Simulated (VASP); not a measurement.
# Al24SbN23 (a cell with a defect) in VASP: single point with PBE

Aim: the single point of Al24SbN23 (a cell with a defect) with PBE.

Everything below comes from runs of VASP 6.6.1. Logs are shortened: lines on timing, memory, paths and dates and some standing lists are left out, and cuts for length are marked.

### Step 1. The cell of the first run

The cell holds a defect, 48 atoms: a = 9.339 Å, b = 6.226 Å, c = 9.962 Å, α = 90.00°, β = 90.00°, γ = 120.00°.

### Step 2. Single point, PBE

Input file INCAR:

```
  ALGO = Normal
  EDIFF = 1E-6
  ENCUT = 520
  GGA = PE
  ISIF = 2
  ISMEAR = -1
  LASPH = True
  LCHARG = True
  LELF = True
  LREAL = Auto
  LVHAR = True
  LWAVE = False
  NBANDS = 126
  NELM = 100
  PREC = Accurate
  SIGMA = 0.01
```

Input file KPOINTS:

```
k-points
0
Gamma
  3 4 2
```

Input file POSCAR:

```
Al24SbN23
1.0
    9.3390000000      0.0000000000      0.0000000000
   -3.1130000000      5.3918741640      0.0000000000
    0.0000000000      0.0000000000      9.9620000000
Al Sb N
24 1 23
Direct
    0.1106624435      0.3329740850     -0.0695489671
    0.1099732848      0.3329043079      0.4953057596
    0.1170195270      0.8376776244     -0.0003339141
    0.1059614762      0.8289853368      0.5042757067
    0.4409052047      0.3298267174     -0.0009332457
    0.4499371651      0.3368856184      0.5049826153
    0.4429543067      0.8332774706     -0.0002059784
    0.4531493389      0.8406852246      0.5044090482
    0.7801056021      0.3319213968      0.0011606907
    0.7754045555      0.3401287155      0.5042479219
    0.7780658677      0.8364553786      0.0018561949
    0.7733698668      0.8211717562      0.5037631475
    0.2416163673      0.1481492120      0.2684806869
    0.2271550488      0.1600096066      0.7378526555
    0.2472942920      0.7186140706      0.2683538544
    0.2291023140      0.6820074925      0.7377874783
    0.5606787993      0.1784161980      0.2496270399
    0.5580236179      0.1699175168      0.7553839267
    0.5456702564      0.6531653554      0.2492298540
    0.5559954952      0.6656648584      0.7550417690
    0.8384572776      0.1263928634      0.2699836429
    0.8774364652      0.1576092827      0.7366776396
    0.8931825086      0.6713805363      0.2481527169
    0.8887397885      0.6667631298      0.7562502046
    0.1007844733      0.3273163195      0.1707950774
    0.1108995468      0.3335353374      0.6960263210
    0.1186063399      0.8376160173      0.1939798881
    0.1047154553      0.8278815209      0.6890025247
    0.4470626094      0.3274519021      0.1904262601
    0.4503350438      0.3370472246      0.6914836539
    0.4567648648      0.8508483148      0.1927511158
    0.4535446771      0.8409004938      0.6912943095
    0.7733341768      0.3377860397      0.1921729013
    0.7759000808      0.3403457539      0.6912394735
    0.7639907163      0.8144161947      0.1931554598
    0.7744062662      0.8220741248      0.6911679830
    0.2265532590      0.1636786911      0.4556209658
    0.2276989812      0.1595550455      0.9239913867
    0.2286221521      0.6778126433      0.4557069920
    0.2292155467      0.6829824515      0.9243547505
    0.5566659932      0.1692733114      0.4404543022
    0.5571223415      0.1689541774      0.9437101448
    0.5536577742      0.6638455721      0.4403281545
    0.5539426120      0.6646172145      0.9443194419
    0.8785116709      0.1583442765      0.4568378127
    0.8760881658      0.1562085148      0.9235112428
    0.8892324728      0.6673151901      0.4391247212
    0.8914839103      0.6692099137      0.9467446684
```

Potentials or basis: VASP PAW PBE potentials, release 64 (Al, Sb, N).

Started as:

```bash
$ cat potpaw_PBE.64/Al/POTCAR potpaw_PBE.64/Sb/POTCAR potpaw_PBE.64/N/POTCAR > POTCAR
$ mpirun -np 1 vasp_std > vasp.out
```

OUTCAR:

```text
EDIFF = 1E-6
   ENCUT = 520
   GGA = PE
   ISIF = 2
   ISMEAR = -1
   LASPH = True
   LREAL = Auto
   NELM = 100
   PREC = Accurate

 ion  position               nearest neighbor table
   1  0.111  0.333  0.930-  38 1.88  40 1.89  46 1.90  26 2.34  25 2.40  14 2.68  16 2.69  22 2.70
                             9 3.16   5 3.17  11 3.18   7 3.18   3 3.19   3 3.19
   2  0.110  0.333  0.495-  37 1.90  39 1.90  45 1.91  26 2.00  22 3.05  13 3.06  14 3.06  16 3.06
                            15 3.07   4 3.11   4 3.12  21 3.14  10 3.15   6 3.16  12 3.17   8 3.18
   3  0.117  0.838  1.000-  38 1.89  40 1.90  48 1.90  27 1.94   5 3.04  24 3.05   7 3.06  23 3.07
                            14 3.13  16 3.14   9 3.15  11 3.16  13 3.16  15 3.18   1 3.19   1 3.19
   4  0.106  0.829  0.504-  28 1.84  47 1.87  37 1.87  39 1.87  13 2.92  14 2.93  16 2.94  15 2.94
                            24 3.06  10 3.07  23 3.08  12 3.08   2 3.11   2 3.12   6 3.19   8 3.21
   5  0.441  0.330  0.999-  38 1.88  44 1.89  42 1.89  29 1.91  18 3.03  20 3.03  19 3.04   3 3.04
                            17 3.07   7 3.10  14 3.12   7 3.12  13 3.14  11 3.15   9 3.16   1 3.17
   6  0.450  0.337  0.505-  30 1.86  37 1.87  43 1.88  41 1.88  13 2.90  14 2.94  12 3.02  10 3.03
                            20 3.06  18 3.06  19 3.07  17 3.09   8 3.10   8 3.12   2 3.16   4 3.19
   7  0.443  0.833  1.000-  40 1.89  44 1.89  42 1.89  31 1.93  18 3.04  20 3.04   3 3.06  19 3.07
                             5 3.10  17 3.11  15 3.11  11 3.12   5 3.12   9 3.13  16 3.13   1 3.18
   8  0.453  0.841  0.504-  32 1.86  39 1.88  43 1.88  41 1.88  15 2.89  16 2.95  12 3.05  10 3.06
                            20 3.06  18 3.07  19 3.10   6 3.10   6 3.12  17 3.12   2 3.18   4 3.21
   9  0.780  0.332  0.001-  46 1.89  42 1.89  48 1.90  33 1.90  24 3.04  18 3.04  17 3.05  23 3.07
                            11 3.08   7 3.13  21 3.13   3 3.15  11 3.15  22 3.15   5 3.16   1 3.16
  10  0.775  0.340  0.504-  34 1.86  45 1.88  47 1.88  41 1.88  21 2.89  22 2.94  12 3.00   6 3.03
[... 16 lines left out ...]
                            10 3.06  16 3.06   6 3.06  14 3.06   8 3.07  24 3.09  20 3.10  20 3.13
  19  0.546  0.653  0.249-  35 1.85  29 1.85  31 1.88  43 1.91  21 2.85  13 3.01  15 3.02  17 3.03
                             5 3.04   6 3.07   7 3.07   8 3.10  11 3.10  12 3.13  23 3.19  17 3.20
  20  0.556  0.666  0.755-  36 1.88  30 1.88  32 1.88  44 1.89   5 3.03  22 3.04   7 3.04  11 3.05
                             6 3.06  12 3.06   8 3.06  18 3.10  24 3.10  16 3.11  14 3.12  18 3.13
  21  0.838  0.126  0.270-  35 1.87  33 1.87  45 1.89  25 2.34  17 2.78  19 2.85  12 2.87  10 2.89
                            11 3.11  23 3.13   9 3.13   2 3.14  23 3.18
  22  0.877  0.158  0.737-  46 1.86  34 1.86  36 1.87  26 1.93   1 2.70  10 2.94  12 2.95  18 3.03
                            20 3.04   2 3.05  24 3.12  24 3.12   9 3.15  11 3.16  14 3.26  16 3.27
  23  0.893  0.671  0.248-  33 1.88  27 1.90  47 1.90  35 1.90  11 3.06   9 3.07   3 3.07   4 3.08
                            17 3.09  12 3.11  10 3.12  21 3.13  13 3.13  21 3.18  15 3.18  19 3.19
  24  0.889  0.667  0.756-  28 1.87  34 1.88  36 1.88  48 1.90   9 3.04  11 3.04   3 3.05   4 3.06
                            10 3.07  12 3.07  18 3.09  20 3.10  22 3.12  14 3.12  22 3.12  16 3.14
  25  0.101  0.327  0.171-  13 2.32  15 2.33  21 2.34   1 2.40   2 3.23   9 3.45  11 3.47   3 3.54
                             3 3.56
  26  0.111  0.334  0.696-  14 1.92  16 1.92  22 1.93   2 2.00   1 2.34
  27  0.119  0.838  0.194-  13 1.84  15 1.85  23 1.90   3 1.94
  28  0.105  0.828  0.689-   4 1.84  14 1.86  16 1.86  24 1.87
  29  0.447  0.327  0.190-  17 1.82  13 1.84  19 1.85   5 1.91
  30  0.450  0.337  0.691-   6 1.86  14 1.86  20 1.88  18 1.88
[... 267 lines left out ...]
   LHFCALC =     F    Hartree Fock is set to
   AEXX    =    0.0000 exact exchange contribution
   IVDW    =     0    specifies the selected vdW correction
   LEPSILON=     F    determine dielectric tensor
   LRPA    =     F    only Hartree local field effects (RPA)
 non-spin polarized calculation
  energy-cutoff  :      520.00
  volume of cell :      501.63
 maximum number of plane-waves:     13526
 NGX is ok and might be reduce to    70
   NGX = 35   NGY = 23   NGZ = 37

 number of electron     191.9999998 magnetization

 Free energy of the ion-electron system (eV)
  ---------------------------------------------------
  ext. energy  EPLUGINS =         0.00000000
  ---------------------------------------------------
  free energy    TOTEN  =      -342.90313268 eV

  energy without entropy =     -342.90313268  energy(sigma->0) =     -342.90313268

 E-fermi :   9.2835     XC(G=0): -11.0374

 val. band max:        9.0514238803   @ k =   0.0000   0.0000   0.0000
 cond. band min:      10.5492886868   @ k =   0.0000   0.0000   0.0000
 fundamental gap:      1.4978648065
 Fermi energy:         9.2835332197

 k-point     1 :       0.0000    0.0000    0.0000
  band No.  band energies     occupation
      1      -8.7953      2.00000
      2      -7.9237      2.00000
      3      -7.8135      2.00000
      4      -7.5930      2.00000
      5      -7.4601      2.00000
      6      -6.9806      2.00000
[... 1543 lines left out ...]
    107      13.0508      0.00000
    108      13.1214      0.00000
 [bands above 108 left out]

------------------------ aborting loop because EDIFF is reached ----------------------------------------

  FORCE on cell =-STRESS in cart. coord.  units (eV):
  Direction    XX          YY          ZZ          XY          YZ          ZX
  --------------------------------------------------------------------------------------
  -------------------------------------------------------------------------------------
  Total       43.2292472     43.1022430     40.3016995     -0.7549392     -0.3031806     -0.5320500
  in kB      138.0707215    137.6650803    128.7203708     -2.4112149     -0.9683343     -1.6993248
  external PRESSURE =     134.8187242 kB  Pullay stress =       0.0000000 kB

 VOLUME and BASIS-vectors are now :
 -----------------------------------------------------------------------------
  energy-cutoff  :      520.00
  volume of cell :      501.63
      direct lattice vectors                 reciprocal lattice vectors
     9.339000000  0.000000000  0.000000000     0.107077846  0.061821423  0.000000000
    -3.113000000  5.391874164  0.000000000     0.000000000  0.185464269  0.000000000
     0.000000000  0.000000000  9.962000000     0.000000000  0.000000000  0.100381450

 POSITION                                       TOTAL-FORCE (eV/Angst)
 -----------------------------------------------------------------------------------
     -0.00307      1.79535      9.26915        -0.005376      0.003250     -0.050971
     -0.00929      1.79498      4.93424        -0.004952     -0.001182     -0.001656
     -1.51485      4.51665      9.95867        -0.000986      0.000510     -0.001282
     -1.59106      4.46978      5.02359         0.002553      0.000075      0.004640
      3.09086      1.77838      9.95270         0.005379     -0.000407      0.001983
      3.15324      1.81644      5.03064        -0.003030     -0.001515      0.003892
[... 40 lines left out ...]
      6.22719      3.59808      4.37456         0.001199     -0.000177      0.000267
      6.24232      3.60830      9.43147         0.000079     -0.000110     -0.000562
 -----------------------------------------------------------------------------------
    total drift:                               -0.008527      0.028922      0.025927

  FREE ENERGIE OF THE ION-ELECTRON SYSTEM (eV)
  ---------------------------------------------------
  free  energy   TOTEN  =      -342.9031326802 eV

  energy  without entropy=     -342.9031326802  energy(sigma->0) =     -342.90313268
```

OSZICAR:

```text
N       E                     dE             d eps       ncg     rms          rms(c)
DAV:   1     0.873403231366E+03    0.87340E+03   -0.88894E+04  3528   0.138E+03
DAV:   2    -0.304589302026E+03   -0.11780E+04   -0.11276E+04  4460   0.275E+02
DAV:   3    -0.397512614496E+03   -0.92923E+02   -0.92170E+02  4200   0.831E+01
DAV:   4    -0.399255230485E+03   -0.17426E+01   -0.17356E+01  4152   0.125E+01
DAV:   5    -0.399302629415E+03   -0.47399E-01   -0.47342E-01  4192   0.198E+00    0.424E+01
DAV:   6    -0.343026556126E+03    0.56276E+02   -0.23560E+02  4040   0.366E+01    0.162E+01
DAV:   7    -0.343118396615E+03   -0.91840E-01   -0.84413E+00  4000   0.758E+00    0.101E+01
DAV:   8    -0.342909327344E+03    0.20907E+00   -0.60056E-01  4248   0.257E+00    0.307E+00
DAV:   9    -0.342898519520E+03    0.10808E-01   -0.10692E-01  4216   0.117E+00    0.951E-01
DAV:  10    -0.342901654241E+03   -0.31347E-02   -0.44652E-02  4144   0.604E-01    0.558E-01
DAV:  11    -0.342902457624E+03   -0.80338E-03   -0.61226E-03  4128   0.281E-01    0.260E-01
DAV:  12    -0.342903135385E+03   -0.67776E-03   -0.29489E-03  4040   0.156E-01    0.796E-02
DAV:  13    -0.342903139605E+03   -0.42199E-05   -0.36005E-04  4016   0.629E-02    0.517E-02
DAV:  14    -0.342903132717E+03    0.68877E-05   -0.52494E-05  4136   0.223E-02    0.223E-02
DAV:  15    -0.342903132545E+03    0.17249E-06   -0.19495E-05  4224   0.123E-02    0.653E-03
DAV:  16    -0.342903132680E+03   -0.13535E-06   -0.32770E-06  2864   0.559E-03
   1 F= -.34290313E+03 E0= -.34290313E+03  d E =-.288729E-11
```

stdout:

```text
POSCAR found type information on POSCAR AlSbN
 POSCAR found :  3 types and      48 ions
 scaLAPACK will be used
 LDA part: xc-table for (Slater+PW92), standard interpolation
 POSCAR, INCAR and KPOINTS ok, starting setup
 FFT: planning ... GRIDC
 FFT: planning ... GRID_SOFT
 FFT: planning ... GRID
 WAVECAR not read
 entering main loop
```

Run time: 39 min. Hardware: 1 thread of Oxide Virtual Turin-like, shared host; peak memory 0.88 GiB.

What came out:

| Quantity | Value |
| --- | --- |
| Free energy | -342.9031 eV |
| Pressure | 13.5 GPa |
| Largest force | 0.092 eV/Å |
| Band gap on the k mesh | 1.50 eV |

Forces on the atoms (eV/Å):
```
Al  -0.005  0.003 -0.051
Al  -0.005 -0.001 -0.002
Al  -0.001  0.001 -0.001
Al   0.003  0.000  0.005
Al   0.005  0.000  0.002
Al  -0.003 -0.002  0.004
Al   0.002  0.002  0.001
Al  -0.003 -0.002  0.005
Al  -0.003  0.002 -0.001
Al   0.004  0.001  0.001
Al  -0.002 -0.003 -0.001
Al  -0.001  0.004 -0.001
Al   0.064 -0.031  0.044
Al  -0.002 -0.004  0.001
Al   0.006  0.082  0.040
Al   0.002 -0.003  0.001
Al  -0.001 -0.007  0.004
Al  -0.001  0.001 -0.001
Al  -0.003  0.004  0.000
Al   0.000 -0.001 -0.002
Al  -0.058 -0.031  0.033
Al   0.001  0.000  0.001
Al   0.002  0.002 -0.003
Al   0.007  0.001 -0.001
Sb  -0.023 -0.007 -0.060
N    0.001 -0.001 -0.011
N   -0.009 -0.006 -0.008
N   -0.001 -0.001 -0.001
N    0.001  0.002 -0.001
N   -0.001  0.000 -0.002
N    0.004  0.000  0.000
N    0.000 -0.002 -0.001
N    0.005  0.004 -0.003
N    0.001  0.000 -0.002
N    0.005  0.000 -0.004
N    0.002  0.000 -0.001
N    0.007 -0.004 -0.001
N    0.001  0.001  0.008
N   -0.001  0.006  0.000
N    0.002 -0.001  0.007
N    0.000  0.001 -0.004
N    0.000  0.000 -0.002
N    0.001 -0.001 -0.001
N   -0.001 -0.002  0.000
N   -0.005 -0.003  0.000
N    0.002  0.000  0.009
N    0.001  0.000  0.000
N    0.000  0.000 -0.001
```

Levels at points of the mesh, in eV from the valence-band top:
```tsv
k point	band 92	band 93	band 94	band 95	band 96	band 97	band 98	band 99	band 100	band 101
(0.00, 0.00, 0.00)	-2.75	-2.75	-1.25	-0.99	0.00	1.50	2.39	2.55	2.71	3.03
(0.00, 0.50, 0.00)	-2.95	-2.94	-1.52	-1.11	-0.86	2.11	2.53	3.02	3.38	3.59
(0.00, 0.00, 0.50)	-2.77	-2.75	-1.31	-0.99	0.00	1.84	2.39	2.44	2.66	2.80
(0.00, 0.50, 0.50)	-3.05	-2.96	-1.51	-1.06	-0.88	2.25	2.75	3.17	3.28	3.34
```

Caveat: spin-orbit coupling is left out, which moves the levels of the heavy elements.
